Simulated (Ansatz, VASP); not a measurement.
Ag in VASP and in Ansatz

Contents of INCAR:

```
SYSTEM = Ag
PREC = Accurate
ENCUT = 520
EDIFF = 1E-6
ISMEAR = -1
SIGMA = 0.1
LREAL = .FALSE.
LASPH = .TRUE.
NELM = 60
ALGO = Normal
ISIF = 2
LWAVE = .FALSE.
LCHARG = .FALSE.
GGA = PE
NBANDS = 12
```

KPOINTS

```
Automatic mesh
0
G
  5 5 5
  0 0 0
```

File POSCAR:

```
Ag
1.0
    0.0000000000      2.0734381516      2.0734381516
    2.0734381516      0.0000000000      2.0734381516
    2.0734381516      2.0734381516      0.0000000000
Ag
1
Direct
    0.0000000000      0.0000000000      0.0000000000
```

Input for Ansatz:

```yaml
crystal:
  lattice:
    - [0.0, 2.0734381516, 2.0734381516]
    - [2.0734381516, 0.0, 2.0734381516]
    - [2.0734381516, 2.0734381516, 0.0]
  atoms:
    - { symbol: Ag, position: [0.0, 0.0, 0.0] }
hamiltonian:
  xc: pbe
  pseudopotentials:
    kind: paw
    azcp:
      Ag: "pseudopotentials/Ag.paw.azcp"
basis:
  ecutwfc: 420
  fft_grid_basis: typed
kpoints:
  mp_grid: { grid: [5, 5, 5], shift: [0, 0, 0] }
magnetization:
  spin_polarized: false
scf:
  occupations: { method: fermi_dirac, width: 0.1 }
  lower_state_search: "off"
output:
  stress: true
```

Alike in both runs: task single point; functional PBE; k mesh 5 × 5 × 5; occupations fermi-dirac, width 0.1 eV; no spin polarisation.

|  | VASP | Ansatz |
| --- | --- | --- |
| version | VASP 6.6.1 | Ansatz 0.2.0 |
| potentials or method | VASP PAW PBE potentials, release 64 (Ag), cutoff 520 eV | plane waves (420 eV) with PAW, scalar-relativistic |
| valence electrons in the cell | 11 | 19 |

VASP gave:

| Item | Value |
| --- | --- |
| pressure (GPa) | -0.9 |

Q: What did Ansatz give for the same quantities?

A: Pressure (GPa): -0.8.

VASP's potentials hold 11 valence electrons a cell and Ansatz's 19, so a difference there can come from the potentials and not from the codes.

The k mesh is coarse, so the values compare programs but aren't converged.
